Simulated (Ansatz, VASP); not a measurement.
# Ga in VASP and in Ansatz

```
CELL_PARAMETERS angstrom
2.28503 -3.87270 0.00000
2.28503 3.87270 0.00000
0.00000 0.00000 4.57614
ATOMIC_POSITIONS crystal
Ga 0.15250 0.84750 0.07850
Ga 0.65250 0.34750 0.42150
Ga 0.84750 0.15250 0.92150
Ga 0.34750 0.65250 0.57850
```

Change from the starting cell: volume scaled by 1.04, crystal datasets.

Alike in both runs: task electric field gradients; functional PBEsol; k mesh 9 × 9 × 8; occupations fermi-dirac, width 0.05 eV; no spin polarisation.

```csv
,VASP,Ansatz
version,VASP 6.6.1,Ansatz 0.2.0
potentials or method,"VASP PAW PBE potentials, release 64 (Ga_d), cutoff 520 eV","all-electron PAW with datasets made for the crystal, scalar-relativistic"
```

```tsv
	VASP	Ansatz	Ansatz less VASP
pressure (GPa)	-3.1	-3.1	-0.03
traceless stress, the component that is largest in VASP (GPa)	1.10	1.10	+0.003
rms of the force components (eV/Å)	0.239	0.241	+0.0020
size of Vzz on the site where it differs most (V/Å²)	48.9	51.3	+2.40
```

VASP's potentials were made for PBE, not for PBEsol. Atom by atom the forces differ by 0.002 eV/Å (rms over components). Ansatz ran all-electron here, and VASP with PAW potentials.
